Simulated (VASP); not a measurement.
InSb, 2 atoms in the cell. The structure is cubic, space group F-43m (No. 216). The conventional cell has a = 6.451 Å, b = 6.451 Å, c = 6.451 Å, α = 90.00°, β = 90.00°, γ = 90.00°. Within 3.7 Å of In (site symmetry -43m) lie 4 Sb at 2.79 Å. Sb (site symmetry -43m) has 4 In at 2.79 Å within 3.7 Å. 

| Property | Result |
| --- | --- |
| Program | VASP 6.6.1 |
| Task | single point |
| Functional | LDA |
| Potentials or basis | VASP PAW LDA potentials, release 64 (In_d, Sb) |
| Cutoff | 520 eV |
| k mesh | 9 × 9 × 9 |
| Occupations | fermi-dirac, width 0.1 eV |
| Spin | no spin polarisation |
| Dipole correction | no |
| Further INCAR settings | ALGO = Normal; EDIFF = 1e-07; NBANDS = 16 |

Potentials or basis: VASP PAW LDA potentials, release 64 (In_d, Sb).

Launch:

```console
$ cat potpaw_LDA.64/In_d/POTCAR potpaw_LDA.64/Sb/POTCAR > POTCAR
$ mpirun -np 1 vasp_std > vasp.out
```

Hardware: 1 thread of AMD EPYC 7R13, on a shared host.

Estimate the wall time of this run.

Wall time 94 s on 1 thread of AMD EPYC 7R13, with other jobs on the host, peak memory 0.16 GiB. Counts: scf iterations 13, k points 35.
